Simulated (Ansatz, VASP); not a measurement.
**Two plane-wave programs on W2CN4**

```
W C N
1.0
     0.00000    3.97080    3.97080
     3.97080    0.00000    3.97080
     3.97080    3.97080    0.00000
W C N
4 2 8
Cartesian
  2.9781 4.9635 2.9781
  2.9781 2.9781 4.9635
  4.9635 2.9781 2.9781
  4.9635 4.9635 4.9635
  0.0000 0.0000 0.0000
  1.9854 1.9854 1.9854
  4.8385 4.8385 7.0739
  4.8385 7.0739 4.8385
  7.0739 4.8385 4.8385
  7.0739 7.0739 7.0739
  5.0885 2.8531 5.0885
  5.0885 5.0885 2.8531
  2.8531 2.8531 2.8531
  2.8531 5.0885 5.0885
```

Alike in both runs: task single point; functional PBE; k mesh 8 × 8 × 8; occupations gaussian, width 0.1 eV; no spin polarisation.

|  | VASP | Ansatz |
| --- | --- | --- |
| version | VASP 6.6.1 | Ansatz 0.2.0 |
| potentials or method | VASP PAW PBE potentials, release 64 (W_sv, C_h, N_h), cutoff 910 eV | scalar-relativistic, plane waves, PAW |
| valence electrons in the cell | 104 | 104 |

Ansatz gave:

| Quantity | Value |
| --- | --- |
| gap on the k mesh at the Fermi level (eV) | none |
| rms of the force components (eV/Å) | 0.001 |

Task: Which values does VASP return?

Result: gap on the k mesh at the Fermi level (eV): none; rms of the force components (eV/Å): 0.036.

Atom by atom the forces differ by 0.035 eV/Å (rms over components). A gap of «none» marks a metal or a gap that the smearing closes. The functional is the same, so the differences come from potentials, cutoffs and numerics.

Spin-orbit coupling is off throughout. Noted on VASP's run: the cutoff is under 1.25 times that of the potentials, so the pressure is a little rough.
